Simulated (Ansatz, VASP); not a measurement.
# CdS: VASP beside Ansatz

The input INCAR:

```
ALGO = Normal
EDIFF = 1E-6
ENCUT = 520
GGA = CA
ISIF = 2
ISMEAR = 0
LASPH = T
LCHARG = F
LREAL = F
LWAVE = F
NBANDS = 26
NELM = 80
PREC = Accurate
SIGMA = 0.01
```

KPOINTS

```
k-points
0
Gamma
  9 9 4
```

The input POSCAR:

```
CdS
1.0
    4.0738866863      0.0000000000      0.0000000000
   -2.0369433432      3.5280893625      0.0000000000
    0.0000000000      0.0000000000      6.6385814430
Cd S
2 2
Direct
    0.3333333333      0.6666666667      0.0004580876
    0.6666666667      0.3333333333      0.5004580876
    0.3333333333      0.6666666667      0.3765419124
    0.6666666667      0.3333333333      0.8765419124
```

Input for Ansatz:

```yaml
crystal:
  lattice:
    - [4.0738866863, 0.0, 0.0]
    - [-2.0369433432, 3.5280893625, 0.0]
    - [0.0, 0.0, 6.638581443]
  atoms:
    - { symbol: Cd, position: [0.3333333333, 0.6666666667, 0.0004580876] }
    - { symbol: Cd, position: [0.6666666667, 0.3333333333, 0.5004580876] }
    - { symbol: S, position: [0.3333333333, 0.6666666667, 0.3765419124] }
    - { symbol: S, position: [0.6666666667, 0.3333333333, 0.8765419124] }
basis:
  ecutwfc: 420
  xc_grid: 2
kpoints:
  mp_grid: { grid: [9, 9, 4] }
hamiltonian:
  xc: lda
  pseudopotentials: { kind: paw, azcp: { folder: soft_1 } }
scf:
  occupations: { method: fixed }
output:
  forces: true
  stress: true
  eigenvalues: true
  polarization: {}
```

Change from the starting cell: polar distortion scaled by 1.00.

Alike in both runs: task single point; functional LDA; k mesh 9 × 9 × 4; no spin polarisation.

|  | VASP | Ansatz |
| --- | --- | --- |
| version | VASP 6.6.1 | Ansatz 0.2.0 |
| potentials or method | VASP PAW LDA potentials, release 64 (Cd, S), cutoff 520 eV | scalar-relativistic, plane waves, PAW |
| occupations | gaussian, width 0.01 eV | fixed |
| valence electrons in the cell | 36 | 52 |

Ansatz gave:

- gap on the k mesh at the Fermi level (eV): 1.03
- least direct gap on the mesh (eV): 1.03
- pressure (GPa): 0.0

Estimate VASP's values.

gap on the k mesh at the Fermi level (eV): 1.06; least direct gap on the mesh (eV): 1.06; pressure (GPa): 0.5.

Ansatz warns that its potentials were made for another functional, while VASP's fit it. LDA's correlation is that of Perdew and Zunger in VASP and of Perdew and Wang (1992) in Ansatz. VASP's potentials hold 36 valence electrons a cell and Ansatz's 52, so a difference there can come from the potentials and not from the codes.
